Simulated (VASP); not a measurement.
KF (Carobbiite): single point with revPBE

Crystal: KF (Carobbiite).

```
K F
1.0
     0.00000    2.77642    2.77642
     2.77642    0.00000    2.77642
     2.77642    2.77642    0.00000
K F
1 1
Direct
  0.00000 0.00000 0.00000
  0.50000 0.50000 0.50000
```

```json
{"Program": "VASP 6.6.1", "Task": "single point", "Functional": "revPBE", "Potentials or basis": "VASP PAW PBE potentials, release 64 (K_sv, F)", "Cutoff": "520 eV", "k mesh": "9 × 9 × 9", "Occupations": "fermi-dirac, width 0.05 eV", "Spin": "no spin polarisation"}
```

- Pressure: 0.0 GPa
- Band gap on the k mesh: 5.90 eV, direct

Levels at points of the mesh, in eV from the valence-band top:
| k point | band 5 | band 6 | band 7 | band 8 | band 9 | band 10 | band 11 | band 12 |
| --- | --- | --- | --- | --- | --- | --- | --- | --- |
| (0.00, 0.00, 0.00) | -9.92 | 0.00 | 0.00 | 0.00 | 5.90 | 10.45 | 10.45 | 10.45 |

Wall time 12 s on 1 thread of AMD EPYC 9R45 96-Core Processor (Zen 5), with other jobs on the host, peak memory 0.14 GiB.

Caveat: the PAW data sets were made with another functional, which shifts forces and pressure a little. A k mesh can miss the band edges.
